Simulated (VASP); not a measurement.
# Al2P3 (Amm2) in VASP: further runs, part 2 of 2

VASP 6.6.1. The steps go on from the part before.

### 3 Relaxation of cell and atoms, PBE

This run uses another cell than the first one, of 19.56 Å³/atom, 1.041 times its volume.

INCAR reads:

```
SYSTEM = Al2P3
PREC = Accurate
ENCUT = 600
EDIFF = 1E-6
ISMEAR = 0
SIGMA = 0.1
LREAL = .FALSE.
LASPH = .TRUE.
NELM = 60
ALGO = Normal
ISIF = 3
LWAVE = .FALSE.
LCHARG = .FALSE.
GGA = PE
IBRION = 2
NSW = 90
EDIFFG = -0.04
```

KPOINTS reads:

```
Automatic mesh
0
G
  4 4 4
  0 0 0
```

POSCAR reads:

```
Al2P3
1.0
    4.6367480800      0.0000000000      0.0000000000
    0.0000000000      3.9303748300      2.6832040100
    0.0000000000     -3.9303748300      2.6832040100
Al P
2 3
Direct
    0.5000000000      0.1727616400      0.9464657600
    0.5000000000      0.9464657600      0.1727616400
    0.5000000000      0.6894562100      0.4635053700
    0.5000000000      0.4635053700      0.6894562100
    0.0000000000      0.5943064500      0.5943064500
```

Potentials or basis: VASP PAW PBE potentials, release 64 (Al, P).

On the command line:

```sh
> cat potpaw_PBE.64/Al/POTCAR potpaw_PBE.64/P/POTCAR > POTCAR
> mpirun -np 1 vasp_std > vasp.out
```

OUTCAR:

```text
SYSTEM = Al2P3
   PREC = Accurate
   ENCUT = 600
   EDIFF = 1E-6
   ISMEAR = 0
   LREAL = .FALSE.
   LASPH = .TRUE.
   NELM = 60
   ISIF = 3
   GGA = PE
   IBRION = 2
   NSW = 90
   EDIFFG = -0.04

 ion  position               nearest neighbor table
   1  0.500  0.173  0.946-   2 1.78   4 2.15   3 2.59   3 2.77   4 3.14
   2  0.500  0.946  0.173-   1 1.78   3 2.15   4 2.59   4 2.77   3 3.14
   3  0.500  0.689  0.464-   4 1.78   2 2.15   5 2.48   5 2.48   1 2.59   1 2.77   2 3.14
   4  0.500  0.464  0.689-   3 1.78   1 2.15   5 2.48   5 2.48   2 2.59   2 2.77   1 3.14
   5  0.000  0.594  0.594-   3 2.48   4 2.48   3 2.48   4 2.48

  LATTYP: Found a base centered orthorhombic cell.
 ALAT       =     5.3664080200
 B/A-ratio  =     1.4648065579
 C/A-ratio  =     0.8640319675

  Lattice vectors:

 A1 = (   0.0000000000,   3.9303748300,   2.6832040100)
 A2 = (   0.0000000000,  -3.9303748300,   2.6832040100)
[... 662 lines left out ...]

 number of electron      21.0000001 magnetization

------------------------ aborting loop because EDIFF is reached ----------------------------------------
[... 73 lines left out ...]
--------------------------------------- Ionic step       88  -------------------------------------------

 number of electron      21.0000001 magnetization

 Free energy of the ion-electron system (eV)
  ---------------------------------------------------
  ext. energy  EPLUGINS =         0.00000000
  ---------------------------------------------------
  free energy    TOTEN  =       -22.54785828 eV

  energy without entropy =      -22.54012911  energy(sigma->0) =      -22.54399369

 E-fermi :   6.8885     XC(G=0):  -9.8516

 val. band max:        6.8694099385   @ k =   0.2500   0.2500   0.0000
 cond. band min:       6.9698305823   @ k =   0.5000   0.0000   0.0000
 fundamental gap:      0.1004206438
 Fermi energy:         6.8885185861

 k-point     1 :       0.0000    0.0000    0.0000
  band No.  band energies     occupation
      1      -7.7462      2.00000
      2      -3.7210      2.00000
      3      -2.5425      2.00000
      4       0.4730      2.00000
      5       1.2801      2.00000
      6       2.3029      2.00000
      7       2.5118      2.00000
      8       2.7846      2.00000
      9       5.1556      2.00000
     10       6.7294      1.97554
     11       7.7348      0.00000
     12       8.7620      0.00000
     13       8.8712      0.00000
     14       8.9632      0.00000
[... 370 lines left out ...]
  FREE ENERGIE OF THE ION-ELECTRON SYSTEM (eV)
  ---------------------------------------------------
  free  energy   TOTEN  =       -22.5478582759 eV

  energy  without entropy=      -22.5401291125  energy(sigma->0) =      -22.54399369

 reached required accuracy - stopping structural energy minimisation
```

OSZICAR:

```text
N       E                     dE             d eps       ncg     rms          rms(c)
DAV:   1     0.901895861501E+02    0.90190E+02   -0.90281E+03   588   0.136E+03
DAV:   2    -0.841077107316E+01   -0.98600E+02   -0.96332E+02   796   0.195E+02
[... 673 lines left out ...]
DAV:   3    -0.224988920674E+02    0.85293E-03   -0.49153E-03   720   0.392E-01    0.971E-02
DAV:   4    -0.224987750592E+02    0.11701E-03   -0.32916E-04   680   0.121E-01    0.431E-02
DAV:   5    -0.224987353307E+02    0.39729E-04   -0.71407E-05   780   0.531E-02    0.253E-02
DAV:   6    -0.224987338537E+02    0.14770E-05   -0.61265E-06   678   0.155E-02    0.162E-02
DAV:   7    -0.224987327879E+02    0.10658E-05   -0.69290E-07   342   0.574E-03    0.193E-03
DAV:   8    -0.224987326878E+02    0.10009E-06   -0.15853E-07   300   0.275E-03
  75 F= -.22498733E+02 E0= -.22492261E+02  d E =-.2
```

CONTCAR:

```text
Al2P3
   1.00000000000000
     3.5502557960116703    0.0000000000000000    0.0000000000000000
     0.0000000000000000    5.2624888963344665    2.4804445068613212
     0.0000000000000000   -5.2624888963344665    2.4804445068613212
  Al              P
     2     3
Direct
     0.5000000000000000    0.1789103549054164    0.9142155436902788
     0.5000000000000000    0.9142155436902788    0.1789103549054165
     0.5000000000000000    0.6719637391339112    0.3931688486245212
     0.5000000000000000    0.3931688486245212    0.6719637391339112
     0.0000000000000000    0.7082369436458730    0.7082369436458730

  0.00000000E+00  0.00000000E+00  0.00000000E+00
  0.00000000E+00  0.00000000E+00  0.00000000E+00
  0.00000000E+00  0.00000000E+00  0.00000000E+00
  0.00000000E+00  0.00000000E+00  0.00000000E+00
  0.00000000E+00  0.00000000E+00  0.00000000E+00
```

Run time: 11 min. Hardware: 1 thread of Intel Xeon 6975P-C (Granite Rapids), shared host; peak memory 0.25 GiB.

Results:

```yaml
Free_energy: -22.5479 eV
Relaxed_volume: 18.54 Å³/atom
Relaxed_cell: a = 3.550 Å, b = 5.818 Å, c = 5.818 Å, α = 129.53°, β = 90.00°, γ = 90.00°
Space_group_after_relaxing_to_0.05_Å: Amm2 (No. 38)
Energy_gained_by_relaxing: 1757.3 meV/atom
Ionic_steps: 88
Pressure_after_relaxing: 0.0 GPa
Largest_force_after_relaxing: 0.024 eV/Å
```

Forces in eV/Å, atoms in the order of the input:
```
Al   0.000 -0.024  0.003
Al   0.000  0.024  0.003
P    0.000  0.009 -0.013
P    0.000 -0.009 -0.013
P    0.000  0.000  0.020
```

The path:
| step | energy change (eV) | largest force (eV/Å) | pressure (GPa) | volume (Å³) |
| --- | --- | --- | --- | --- |
| 1 | 0.0000 | 14.6646 | 32.98 | 97.80 |
| 4 | -3.8812 | 2.1355 | -4.06 | 187.85 |
| 7 | -4.2199 | 2.4579 | -3.69 | 179.12 |
| 10 | -5.9293 | 5.2164 | 8.45 | 114.87 |
| 13 | -6.4732 | 3.6590 | 13.23 | 100.65 |
| 16 | -7.6662 | 0.7244 | -5.25 | 119.73 |
| 19 | -7.8149 | 0.4107 | -2.30 | 113.64 |
| 22 | -8.1377 | 0.4729 | -1.28 | 106.05 |
| 25 | -8.2107 | 0.7026 | 0.46 | 101.75 |
| 28 | -8.3356 | 0.7244 | 0.09 | 100.55 |
| 31 | -8.4994 | 0.6810 | 1.33 | 97.22 |
| 34 | -8.5918 | 0.5052 | 0.70 | 96.58 |
| 37 | -8.6225 | 0.0790 | -0.48 | 97.62 |
| 40 | -8.6255 | 0.1143 | 0.32 | 96.49 |
| 43 | -8.6435 | 0.1828 | 0.82 | 95.41 |
| 46 | -8.6483 | 0.2469 | 0.92 | 94.95 |
| 49 | -8.6545 | 0.2552 | 0.01 | 95.68 |
| 52 | -8.6661 | 0.1053 | -0.48 | 96.05 |
| 55 | -8.6682 | 0.0705 | 0.15 | 95.19 |
| 58 | -8.6707 | 0.0590 | -0.03 | 95.21 |
| 61 | -8.6833 | 0.3319 | -0.09 | 94.95 |
| 64 | -8.6846 | 0.3484 | -0.11 | 94.91 |
| 67 | -8.6859 | 0.3529 | -0.13 | 94.86 |
| 70 | -8.7034 | 0.3254 | -0.36 | 94.64 |
| 73 | -8.7325 | 0.2834 | 0.33 | 92.81 |
| 76 | -8.7441 | 0.3084 | 1.08 | 91.59 |
| 79 | -8.7665 | 0.1757 | 0.72 | 91.89 |
| 82 | -8.7784 | 0.1349 | -0.35 | 93.19 |
| 85 | -8.7842 | 0.0780 | 0.06 | 92.51 |
| 88 | -8.7867 | 0.0239 | -0.05 | 92.69 |

Final structure:
```
CELL_PARAMETERS angstrom
3.55026 0.00000 0.00000
0.00000 5.26249 2.48044
0.00000 -5.26249 2.48044
ATOMIC_POSITIONS crystal
Al 0.50000 0.17891 0.91422
Al 0.50000 0.91422 0.17891
P 0.50000 0.67196 0.39317
P 0.50000 0.39317 0.67196
P 0.00000 0.70824 0.70824
```

### 4 Relaxation of cell and atoms, PBE

This run uses another cell than the first one, of 18.21 Å³/atom, 0.969 times its volume.

INCAR reads:

```
PREC = Accurate
ENCUT = 600
EDIFF = 1E-6
ISMEAR = 0
SIGMA = 0.1
LREAL = False
LASPH = True
NELM = 100
ALGO = Normal
ISIF = 3
LWAVE = False
LCHARG = False
GGA = PE
IBRION = 2
NSW = 90
EDIFFG = -0.04
```

KPOINTS reads:

```
regular mesh
0
Gamma
  6 4 4
```

POSCAR reads:

```
Al2P3
1.0
    3.2944463780      0.0000000000      0.0000000000
    0.0000000000      5.3782550601      2.5693434832
    0.0000000000     -5.3782550601      2.5693434832
Al P
2 3
Direct
    0.5000000000      0.1140006798      0.8340333413
    0.5000000000      0.8340333413      0.1140006798
    0.5000000000      0.6475851204      0.3702269490
    0.5000000000      0.3702269490      0.6475851204
    0.0000000000      0.1676584796      0.1676584796
```

On the command line:

```sh
> cat potpaw_PBE.64/Al/POTCAR potpaw_PBE.64/P/POTCAR > POTCAR
> mpirun -np 1 vasp_std > vasp.out
```

Wall time 2.5 min (1 thread of Intel Xeon 6975P-C (Granite Rapids), shared host); peak memory 0.25 GiB.

It converged, with:

| Item | Value |
| --- | --- |
| Free energy | -22.6638 eV |
| Relaxed volume | 18.66 Å³/atom |
| Relaxed cell | a = 3.350 Å, b = 6.103 Å, c = 6.103 Å, α = 131.60°, β = 90.00°, γ = 90.00° |
| Space group after relaxing (to 0.05 Å) | Amm2 (No. 38) |
| Energy gained by relaxing | 7.1 meV/atom |
| Ionic steps | 16 |
| Pressure after relaxing | 0.2 GPa |
| Largest force after relaxing | 0.038 eV/Å |

Forces in eV/Å, atoms in the order of the input:
```
Al   0.000 -0.003 -0.011
Al   0.000  0.003 -0.011
P    0.000  0.037 -0.006
P    0.000 -0.037 -0.006
P    0.000  0.000  0.034
```

Stress tensor (GPa, compression positive):
```
0.20 0.00 0.00
0.00 0.23 0.00
0.00 0.00 0.12
```

The path:
| step | energy change (eV) | largest force (eV/Å) | pressure (GPa) | volume (Å³) |
| --- | --- | --- | --- | --- |
| 1 | 0.0000 | 0.1434 | 0.28 | 91.05 |
| 2 | -0.0032 | 0.1009 | 0.04 | 91.46 |
| 3 | -0.0051 | 0.1089 | -0.30 | 92.12 |
| 4 | -0.0072 | 0.1200 | -0.26 | 92.16 |
| 5 | -0.0128 | 0.1596 | -0.15 | 92.29 |
| 6 | -0.0202 | 0.2477 | 0.05 | 92.52 |
| 7 | -0.0061 | 0.4402 | 0.84 | 92.91 |
| 8 | -0.0209 | 0.2903 | 0.16 | 92.60 |
| 9 | -0.0237 | 0.2641 | 0.14 | 92.70 |
| 10 | -0.0292 | 0.1907 | 0.15 | 93.00 |
| 11 | -0.0271 | 0.1324 | 0.30 | 93.59 |
| 12 | -0.0306 | 0.1476 | 0.19 | 93.22 |
| 13 | -0.0322 | 0.1236 | 0.09 | 93.33 |
| 14 | -0.0339 | 0.0826 | -0.15 | 93.59 |
| 15 | -0.0349 | 0.0579 | -0.04 | 93.49 |
| 16 | -0.0357 | 0.0379 | 0.18 | 93.30 |

Final structure:
```
Al P
1.0
     3.34969    0.00000    0.00000
     0.00000    5.56685    2.50170
     0.00000   -5.56685    2.50170
Al P
2 3
Direct
  0.50000 0.12353 0.84654
  0.50000 0.84654 0.12353
  0.50000 0.65319 0.35731
  0.50000 0.35731 0.65319
  0.00000 0.15294 0.15294
```

Levels at points of the mesh, in eV from the Fermi level:
```
           k point  band 8  band 9  band 10  band 11  band 12  band 13
(0.00, 0.00, 0.00)   -1.43    0.40     0.80     1.61     1.83     3.35
(0.50, 0.00, 0.00)   -3.10   -2.73    -2.37    -1.89    -1.10     2.52
(0.00, 0.50, 0.00)   -1.04    0.00     0.53     1.14     1.46     3.02
(0.50, 0.50, 0.00)   -2.70   -2.45    -1.64     0.17     0.41     2.13
(0.00, 0.50, 0.50)   -1.96   -1.83    -1.16     0.56     1.07     2.23
(0.50, 0.50, 0.50)   -1.71   -1.56    -1.05    -0.86    -0.68     1.21
```

### 5 Overview

| task | cell | k mesh | cutoff (eV) | gap on the mesh (eV) | pressure (GPa) | relaxed volume (Å³/atom) | largest force (eV/Å) |
| --- | --- | --- | --- | --- | --- | --- | --- |
| single point | a = 3.354, b = 6.141, c = 6.141 Å, angles 132.0, 90.0, 90.0°, 5 atoms | 6 × 4 × 4 | 520 | none | -0.1 | - | 0.01 |
| relaxation of cell and atoms | relaxed from a = 4.637, b = 4.759, c = 4.759 Å, angles 111.4, 90.0, 90.0°, 5 atoms | 4 × 4 × 4 | 600 | none | 0.0 | 18.54 | 0.02 |
| relaxation of cell and atoms | relaxed from a = 3.294, b = 5.960, c = 5.960 Å, angles 128.9, 90.0, 90.0°, 5 atoms | 6 × 4 × 4 | 600 | none | 0.2 | 18.66 | 0.04 |

Alike in all rows: level PBE; potentials or basis VASP PAW PBE potentials, release 64 (Al, P); no spin polarisation; smearing gaussian 0.1 eV.

Total energies depend on the potentials used, so only differences within one code and one set of settings carry meaning.
